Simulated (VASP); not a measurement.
# Rb (I4/mmm) in VASP: notebook, part 2 of 2

VASP 6.6.1.

## (5) Single point, PBEsol

File INCAR:

```
SYSTEM = Rb
PREC = Accurate
ENCUT = 520
EDIFF = 1E-7
ISMEAR = 0
SIGMA = 0.15
LREAL = .False.
LASPH = .True.
NELM = 60
ALGO = Fast
ISIF = 2
LWAVE = .False.
LCHARG = .False.
GGA = PS
NBANDS = 10
```

File KPOINTS:

```
regular mesh
0
Gamma
  14 14 14
  0 0 0
```

File POSCAR:

```
Rb
1.0
   -2.7182544331      2.7182544331      2.9900798764
    2.7182544331     -2.7182544331      2.9900798764
    2.7182544331      2.7182544331     -2.9900798764
Rb
1
Direct
    0.0000000000      0.0000000000      0.0000000000
```

Potentials or basis: VASP PAW PBE potentials, release 64 (Rb_sv).

Run with:

```sh
$ cat potpaw_PBE.64/Rb_sv/POTCAR > POTCAR
$ mpirun -np 1 vasp_std > vasp.out
```

OUTCAR:

```text
SYSTEM = Rb
   PREC = Accurate
   ENCUT = 520
   EDIFF = 1E-7
   ISMEAR = 0
   LREAL = .False.
   LASPH = .True.
   NELM = 60
   ISIF = 2
   GGA = PS

 ion  position               nearest neighbor table
   1  0.000  0.000  0.000-

  LATTYP: Found a body centered tetragonal cell.
 ALAT       =     5.4365088662
 C/A-ratio  =     1.1000000000

  Lattice vectors:

 A1 = (  -2.7182544331,   2.7182544331,   2.9900798764)
 A2 = (   2.7182544331,  -2.7182544331,   2.9900798764)
 A3 = (   2.7182544331,   2.7182544331,  -2.9900798764)

Analysis of symmetry for initial positions (statically):
=====================================================================
 Subroutine PRICEL returns:
 Original cell was already a primitive cell.

 Routine SETGRP: Setting up the symmetry group for a
 body centered tetragonal supercell.

 Subroutine GETGRP returns: Found 16 space group operations
 (whereof 16 operations were pure point group operations)
 out of a pool of 16 trial point group operations.

The static configuration has the point symmetry D_4h.

Analysis of symmetry for dynamics (positions and initial velocities):
=====================================================================
 Subroutine PRICEL returns:
 Original cell was already a primitive cell.

 Routine SETGRP: Setting up the symmetry group for a
 body centered tetragonal supercell.

 Subroutine GETGRP returns: Found 16 space group operations
 (whereof 16 operations were pure point group operations)
 out of a pool of 16 trial point group operations.

The dynamic configuration has the point symmetry D_4h.

 Subroutine INISYM returns: Found 16 space group operations
 (whereof 16 operations are pure point group operations),
 and found     1 'primitive' translations

----------------------------------------------------------------------------------------

                                     Primitive cell

  volume of cell :      88.3737

[... 111 lines left out ...]
   GGA     = PS    functional components
   LHFCALC =     F    Hartree Fock is set to
   AEXX    =    0.0000 exact exchange contribution
   IVDW    =     0    specifies the selected vdW correction
   LEPSILON=     F    determine dielectric tensor
   LRPA    =     F    only Hartree local field effects (RPA)
 non-spin polarized calculation
 RMM-DIIS sequential band-by-band and
 Gauss-broadening in eV      SIGMA  =   0.15
  energy-cutoff  :      520.00
  volume of cell :       88.37
 maximum number of plane-waves:      2407
   NGX = 19   NGY = 19   NGZ = 19

 number of electron       9.0000000 magnetization

 Free energy of the ion-electron system (eV)
  ---------------------------------------------------
  ext. energy  EPLUGINS =         0.00000000
  ---------------------------------------------------
  free energy    TOTEN  =        -1.02887786 eV

  energy without entropy =       -1.01836374  energy(sigma->0) =       -1.02362080

 E-fermi :   0.0086     XC(G=0):  -5.5940

 val. band max:        0.0052648705   @ k =  -0.4286   0.4286   0.0000
 cond. band min:       0.0391741905   @ k =  -0.2857  -0.2857   0.0714
 fundamental gap:      0.0339093200
 Fermi energy:         0.0085650444

 k-point     1 :       0.0000    0.0000    0.0000
  band No.  band energies     occupation
      1     -28.8297      2.00000
      2     -12.8739      2.00000
      3     -12.8739      2.00000
      4     -12.8733      2.00000
      5      -2.0036      2.00000
      6       3.5932      0.00000
      7       3.5932      0.00000
      8       4.0568      0.00000
      9       4.3508      0.00000
     10       5.0028      0.00000
[... 287 lines left out ...]
 k-point    24 :       0.2857    0.1429    0.0000
  band No.  band energies     occupation
      1     -28.8255      2.00000
      2     -12.9581      2.00000
      3     -12.9054      2.00000
      4     -12.8786      2.00000
      5      -0.5152      2.00000
      6       1.7165      0.00000
      7       2.5964      0.00000
      8       4.2121      0.00000
      9       4.7289      0.00000
     10       5.2711      0.00000

 [... further k-points ...]

------------------------ aborting loop because EDIFF is reached ----------------------------------------

  FORCE on cell =-STRESS in cart. coord.  units (eV):
  Direction    XX          YY          ZZ          XY          YZ          ZX
  --------------------------------------------------------------------------------------
  -------------------------------------------------------------------------------------
  Total       -0.0318866     -0.0318866     -0.0377116      0.0000000     -0.0000000      0.0000000
  in kB       -0.5780901     -0.5780901     -0.6836947      0.0000000     -0.0000000      0.0000000
  external PRESSURE =      -0.6132917 kB  Pullay stress =       0.0000000 kB

 VOLUME and BASIS-vectors are now :
 -----------------------------------------------------------------------------
  energy-cutoff  :      520.00
  volume of cell :       88.37
      direct lattice vectors                 reciprocal lattice vectors
    -2.718254433  2.718254433  2.990079876     0.000000000  0.183941574  0.167219613
     2.718254433 -2.718254433  2.990079876     0.183941574  0.000000000  0.167219613
     2.718254433  2.718254433 -2.990079876     0.183941574  0.183941574  0.000000000

 POSITION                                       TOTAL-FORCE (eV/Angst)
 -----------------------------------------------------------------------------------
      0.00000      0.00000      0.00000         0.000000     -0.000000     -0.000000
 -----------------------------------------------------------------------------------
    total drift:                               -0.000000      0.000000      0.000000

  FREE ENERGIE OF THE ION-ELECTRON SYSTEM (eV)
  ---------------------------------------------------
  free  energy   TOTEN  =        -1.0288778609 eV

  energy  without entropy=       -1.0183637431  energy(sigma->0) =       -1.02362080
```

OSZICAR:

```text
N       E                     dE             d eps       ncg     rms          rms(c)
DAV:   1     0.415837842454E+02    0.41584E+02   -0.32998E+03  4880   0.657E+02
DAV:   2     0.157620047352E+01   -0.40008E+02   -0.39232E+02  5476   0.124E+02
DAV:   3    -0.918815682940E+00   -0.24950E+01   -0.24871E+01  6522   0.315E+01
DAV:   4    -0.102711962923E+01   -0.10830E+00   -0.10781E+00  6858   0.554E+00
DAV:   5    -0.102899782108E+01   -0.18782E-02   -0.18780E-02  6632   0.660E-01    0.115E+00
RMM:   6    -0.102852211648E+01    0.47570E-03   -0.16401E-03  5806   0.251E-01    0.709E-01
RMM:   7    -0.102879908598E+01   -0.27697E-03   -0.38694E-03  6126   0.371E-01    0.511E-02
RMM:   8    -0.102887123262E+01   -0.72147E-04   -0.21496E-04  7371   0.952E-02    0.798E-03
RMM:   9    -0.102887616156E+01   -0.49289E-05   -0.54538E-05  8240   0.349E-02    0.643E-03
RMM:  10    -0.102887740979E+01   -0.12482E-05   -0.82540E-06  8568   0.158E-02    0.395E-03
RMM:  11    -0.102887762711E+01   -0.21732E-06   -0.38686E-06  8480   0.841E-03    0.993E-04
RMM:  12    -0.102887778583E+01   -0.15872E-06   -0.10103E-06  7554   0.477E-03    0.505E-04
RMM:  13    -0.102887786094E+01   -0.75105E-07   -0.45633E-07  7013   0.303E-03
   1 F= -.10288779E+01 E0= -.10236208E+01  d E =-.105141E-01
```

Wall time 67 s (1 thread of Intel Xeon 6975P-C (Granite Rapids), shared host); peak memory 0.35 GiB.

Results:

| Item | Value |
| --- | --- |
| Free energy | -1.0289 eV |
| Pressure | -0.1 GPa |
| Band gap on the k mesh | zero (an odd number of electrons rules out a gap without spin polarisation) |

Caveat: the PAW data sets were made with another functional, which shifts forces and pressure a little.

## (6) Single point, PBEsol

This run uses another cell than the first one, of the same volume but with other edges.

File INCAR:

```
SYSTEM = Rb
  ALGO = Fast
  EDIFF = 1E-6
  ENCUT = 520
  GGA = PS
  ISIF = 2
  ISMEAR = 0
  LASPH = .TRUE.
  LCHARG = .TRUE.
  LELF = .TRUE.
  LREAL = .FALSE.
  LVHAR = .TRUE.
  LWAVE = .FALSE.
  NBANDS = 10
  NELM = 100
  PREC = Accurate
  SIGMA = 0.15
```

File KPOINTS:

```
k-points
0
G
  14 14 14
  0 0 0
```

File POSCAR:

```
Rb
1.0
   -3.2392903792      3.2392903792      2.1055387465
    3.2392903792     -3.2392903792      2.1055387465
    3.2392903792      3.2392903792     -2.1055387465
Rb
1
Direct
    0.0000000000      0.0000000000      0.0000000000
```

Potentials or basis: VASP PAW PBE potentials, release 64 (Rb_sv).

Run with:

```sh
$ cat potpaw_PBE.64/Rb_sv/POTCAR > POTCAR
$ mpirun -np 1 vasp_std > vasp.out
```

It took 84 s on 1 thread of Intel Xeon 6975P-C (Granite Rapids), shared host; peak memory 0.37 GiB.

The run converged. Its results:

| Quantity | Value |
| --- | --- |
| Free energy | -0.9588 eV |
| Pressure | 0.1 GPa |
| Band gap on the k mesh | zero (an odd number of electrons rules out a gap without spin polarisation) |

Stress tensor (GPa, compression positive):
```
-0.33  0.00  0.00
 0.00 -0.33  0.00
 0.00  0.00  1.02
```

Levels at points of the mesh, in eV from the Fermi level:
```tsv
k point	band 2	band 3	band 4	band 5	band 6	band 7	band 8	band 9
(0.00, 0.00, 0.00)	-12.99	-12.99	-12.92	-2.02	2.39	3.07	5.18	5.19
(0.50, 0.00, 0.00)	-13.21	-12.99	-12.99	0.65	1.46	2.04	4.22	5.03
(0.50, 0.50, 0.00)	-13.08	-12.98	-12.93	-0.33	0.25	3.15	4.10	4.79
(0.50, 0.50, 0.50)	-13.06	-13.06	-12.94	0.78	1.23	2.04	2.04	5.33
```

Caveat: the PAW data sets were made with another functional, which shifts forces and pressure a little.

## (7) Summary

| cell | further INCAR settings | gap on the mesh (eV) | pressure (GPa) |
| --- | --- | --- | --- |
| a = 4.923 Å, angles 103.5, 103.5, 122.2°, 1 atom | ALGO = Fast; EDIFF = 1e-06; NBANDS = 10 | none | 0.0 |
| a = 4.939 Å, angles 117.3, 117.3, 94.8°, 1 atom | ALGO = Fast; EDIFF = 1e-06; NBANDS = 10 | none | -0.1 |
| a = 4.868 Å, angles 107.3, 107.3, 113.9°, 1 atom | ALGO = Fast; EDIFF = 1e-07; NBANDS = 10 | none | -0.1 |
| a = 4.870 Å, angles 112.1, 112.1, 104.2°, 1 atom | ALGO = Fast; EDIFF = 1e-07; NBANDS = 10 | none | -0.1 |
| a = 5.042 Å, angles 100.0, 100.0, 130.6°, 1 atom | ALGO = Fast; EDIFF = 1e-06; NBANDS = 10 | none | 0.1 |

Alike in all rows: task single point; level PBEsol; potentials or basis VASP PAW PBE potentials, release 64 (Rb_sv); no spin polarisation; k mesh 14 × 14 × 14; cutoff (eV) 520; smearing gaussian 0.15 eV.

Caveats: the PAW data sets were made with another functional, which shifts forces and pressure a little.

Total energies depend on the potentials used, so only differences within one code and one set of settings carry meaning.

The gap in the log of VASP goes by the Fermi energy; the results here count the filled bands.